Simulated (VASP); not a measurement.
Input of a VASP 6.6.1 run:

INCAR

```
SYSTEM = Cu
  PREC = Accurate
  ENCUT = 520
  EDIFF = 1E-6
  ISMEAR = 1
  SIGMA = 0.1
  LREAL = .False.
  LASPH = .True.
  NELM = 80
  ALGO = Normal
  ISIF = 2
  LWAVE = .False.
  LCHARG = .True.
  GGA = PE
  LELF = .True.
  LVHAR = .True.
  NBANDS = 12
```

Contents of KPOINTS:

```
regular mesh
0
Gamma
  26 26 26
  0 0 0
```

File POSCAR:

```
Cu
1.0
    0.0000000000      1.8144205480      1.8144205480
    1.8144205480      0.0000000000      1.8144205480
    1.8144205480      1.8144205480      0.0000000000
Cu
1
Direct
    0.0000000000      0.0000000000      0.0000000000
```

Potentials or basis: VASP PAW PBE potentials, release 64 (Cu).

Run with:

```bash
$ cat potpaw_PBE.64/Cu/POTCAR > POTCAR
$ mpirun -np 1 vasp_std > vasp.out
```

Problem. Estimate the band gap on the k mesh.

Solution. Zero (an odd number of electrons rules out a gap without spin polarisation).

Problem. Predict the pressure.

Solution. 0.7 GPa.
